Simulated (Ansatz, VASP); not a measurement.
PtSe2: VASP beside Ansatz

File POSCAR:

```
PtSe2
1.0
    3.7240000000      0.0000000000      0.0000000000
   -1.8620000000      3.2250786037      0.0000000000
    0.0000000000      0.0000000000      5.0620000000
Pt Se
1 2
Direct
    0.0000000000      0.0000000000      0.0000000000
    0.6666666667      0.3333333333      0.7500000000
    0.3333333333      0.6666666667      0.2500000000
```

Contents of INCAR.step1:

```
SYSTEM = PtSe2
  PREC = Accurate
  ENCUT = 520
  EDIFF = 1E-5
  ISMEAR = -1
  SIGMA = 0.05
  LREAL = .False.
  LASPH = .True.
  NELM = 80
  ALGO = Normal
  ISIF = 2
  LWAVE = .True.
  LCHARG = .False.
  NBANDS = 18
  GGA = PE
```

INCAR.step2

```
SYSTEM = PtSe2
  PREC = Accurate
  ENCUT = 520
  EDIFF = 1E-7
  ISMEAR = -1
  SIGMA = 0.05
  LREAL = .False.
  LASPH = .True.
  NELM = 80
  ALGO = Normal
  ISIF = 2
  LWAVE = .False.
  LCHARG = .False.
  GGA = PE
  LHFCALC = .True.
  AEXX = 0.25
  HFSCREEN = 0.3
  PRECFOCK = Normal
  NBANDS = 18
  ISTART = 1
```

File KPOINTS:

```
Automatic mesh
0
Gamma
  4 4 3
  0 0 0
```

File input.yaml:

```yaml
crystal:
  lattice:
    - [3.724, 0.0, 0.0]
    - [-1.862, 3.2250786037, 0.0]
    - [0.0, 0.0, 5.062]
  atoms:
    - { symbol: Pt, position: [0.0, 0.0, 0.0] }
    - { symbol: Se, position: [0.6666666667, 0.3333333333, 0.75] }
    - { symbol: Se, position: [0.3333333333, 0.6666666667, 0.25] }
hamiltonian:
  xc: { exchange: pbe, correlation: pbe, exx: { coeff: 0.25, omega: 0.3 } }
  pseudopotentials: { kind: paw }
kpoints:
  mp_grid: { grid: [4, 4, 3] }
  band_path:
    path:
      - [[0.0, 0.0, 0.0], [0.5, 0.0, 0.0], [0.3333333333, 0.3333333333, 0.0], [0.0, 0.0, 0.0], [0.0, 0.0, 0.5], [0.5, 0.0, 0.5], [0.3333333333, 0.3333333333, 0.5], [0.0, 0.0, 0.5]]
      - [[0.5, 0.0, 0.5], [0.5, 0.0, 0.0]]
      - [[0.3333333333, 0.3333333333, 0.0], [0.3333333333, 0.3333333333, 0.5]]
    npoints: 4
scf:
  occupations: { method: fermi_dirac, width: 0.05 }
  n_extra_bands: 7
output:
  forces: true
  stress: true
  eigenvalues: true
  fatbands: false
  write_density: true
  write_potential: true
  elf: true
  volumetric_format: npy
```

Alike in both runs: functional PBE-based screened hybrid with a share of 0.25 of exact exchange and HFSCREEN = 0.3; k mesh 4 × 4 × 3; occupations fermi-dirac, width 0.05 eV; no spin polarisation.

```csv
,VASP,Ansatz
version,VASP 6.6.1,Ansatz 0.2.0
potentials or method,"VASP PAW PBE potentials, release 64 (Pt, Se)",Ansatz PAW
plane-wave cutoff (eV),520,420
valence electrons in the cell,22,50
task,single point,band structure
```

VASP gave:

```
gap on the k mesh at the Fermi level (eV)                     : none
pressure (GPa)                                                : 2.7
traceless stress, the component that is largest in VASP (GPa) : -0.79
rms of the force components (eV/Å)                            : 0.048
```

Task: What did Ansatz give for the same quantities?

Result: gap on the k mesh at the Fermi level (eV): none; pressure (GPa): 2.9; traceless stress, the component that is largest in VASP (GPa): -0.85; rms of the force components (eV/Å): 0.052.

VASP's potentials were made for PBE, not for PBE-based screened hybrid. Atom by atom the forces differ by 0.004 eV/Å (rms over components). A gap of «none» marks a metal or a gap that the smearing closes. VASP's potentials hold 22 valence electrons a cell and Ansatz's 50, so a difference there can come from the potentials and not from the codes.

The k mesh is coarse, so the values compare programs but aren't converged. Spin-orbit coupling is off throughout.
